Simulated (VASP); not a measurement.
FeNi3 (Awaruite), 4 atoms in the cell. The structure is cubic, space group Pm-3m (No. 221). The conventional cell has a = 3.592 Å, b = 3.592 Å, c = 3.592 Å, α = 90.00°, β = 90.00°, γ = 90.00°. Within 3.4 Å of Ni (site symmetry 4/mmm) lie 8 Ni at 2.54 Å and 4 Fe at 2.54 Å. Within 3.4 Å of Fe (site symmetry m-3m) lie 12 Ni at 2.54 Å. 

```yaml
Program: VASP 6.6.1
Task: single point
Functional: PBEsol
Potentials_or_basis: VASP PAW PBE potentials, release 64 (Ni, Fe)
Cutoff: 520 eV
k_mesh: 8 × 8 × 8
Occupations: fermi-dirac, width 0.05 eV
Spin: collinear spin, ferromagnetic start
Starting_moments: "[1.0, 1.0, 1.0, 3.0] μB"
Dipole_correction: no
Further_INCAR_settings: ALGO = Normal; EDIFF = 1e-06; NBANDS = 31
```

Potentials or basis: VASP PAW PBE potentials, release 64 (Ni, Fe).

Command:

```bash
$ cat potpaw_PBE.64/Ni/POTCAR potpaw_PBE.64/Fe/POTCAR > POTCAR
$ mpirun -np 1 vasp_std > vasp.out
```

Hardware: 1 thread of Oxide Virtual Turin-like Processor, on a shared host.

Q: How long does it take, and how much memory?

A: It took 2.5 min on 1 thread of Oxide Virtual Turin-like Processor (shared host), peak memory 0.19 GiB. Counts: scf iterations 15, k points 35.
